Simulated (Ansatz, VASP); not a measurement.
**Two plane-wave programs on BaTiO3**

The input INCAR:

```
SYSTEM = BaTiO3
ALGO = Normal
EDIFF = 1E-7
ENCUT = 520
GGA = PE
ISIF = 2
ISMEAR = 0
LASPH = .True.
LCHARG = .True.
LDAU = .True.
LDAUJ = 0 0 0
LDAUL = -1 2 -1
LDAUPRINT = 1
LDAUTYPE = 2
LDAUU = 0 4 0
LELF = .True.
LMAXMIX = 4
LREAL = .False.
LVHAR = .True.
LWAVE = .False.
NBANDS = 28
NELM = 150
PREC = Accurate
SIGMA = 0.05
```

File KPOINTS:

```
k-points
0
Gamma
  6 6 6
  0 0 0
```

File POSCAR:

```
BaTiO3
1.0
    3.9080139276      0.0000000000      0.0000000000
    0.0000000000      2.8014494461      3.0302143625
    0.0000000000     -2.8014494461      3.0302143625
Ba Ti O
1 1 3
Direct
    0.0000000000      0.0080771898      0.0080771898
    0.5000000000      0.5197092923      0.5197092923
    0.0000000000      0.4916268263      0.4916268263
    0.5000000000      0.4938075436      0.9829991481
    0.5000000000      0.9829991481      0.4938075436
```

Input for Ansatz:

```yaml
crystal:
  lattice:
    - [3.9080139276, 0.0, 0.0]
    - [0.0, 2.8014494461, 3.0302143625]
    - [0.0, -2.8014494461, 3.0302143625]
  atoms:
    - { symbol: Ba, position: [0.0, 0.0080771898, 0.0080771898] }
    - { symbol: Ti, position: [0.5, 0.5197092923, 0.5197092923] }
    - { symbol: O, position: [0.0, 0.4916268263, 0.4916268263] }
    - { symbol: O, position: [0.5, 0.4938075436, 0.9829991481] }
    - { symbol: O, position: [0.5, 0.9829991481, 0.4938075436] }
basis:
  ecutwfc: 420
kpoints:
  mp_grid: { grid: [6, 6, 6] }
hamiltonian:
  xc: pbe
  hubbard: { sites: [{ species: Ti, l: d, u_eff: 4.0 }] }
scf:
  occupations: { method: gaussian, width: 0.05 }
output:
  forces: true
  stress: true
  eigenvalues: true
```

Change from the starting cell: strain -0.025 along x and y, +0.050 along z, atoms carried along.

Alike in both runs: task single point; functional PBE; k mesh 6 × 6 × 6; occupations gaussian, width 0.05 eV; no spin polarisation; Hubbard terms Ti d U = 4.0 eV.

```csv
,VASP,Ansatz
version,VASP 6.6.1,Ansatz 0.2.0
potentials or method,"VASP PAW PBE potentials, release 64 (Ba_sv, Ti_sv, O), cutoff 520 eV","scalar-relativistic, plane waves, PAW"
valence electrons in the cell,40,40
```

Ansatz gave:

```
gap on the k mesh at the Fermi level (eV)                     : 2.33
least direct gap on the mesh (eV)                             : 2.66
pressure (GPa)                                                : 1.1
traceless stress, the component that is largest in VASP (GPa) : -9.97
rms of the force components (eV/Å)                            : 0.153
```

**Question.** Which values does VASP return?

**Answer.** gap on the k mesh at the Fermi level (eV): 2.31; least direct gap on the mesh (eV): 2.64; pressure (GPa): 4.6; traceless stress, the component that is largest in VASP (GPa): -10.50; rms of the force components (eV/Å): 0.104.

The programs project onto different local orbitals, so the same U acts differently, and such runs can settle in different states. Atom by atom the forces differ by 0.209 eV/Å (rms over components).

Neither program's run includes spin-orbit coupling.
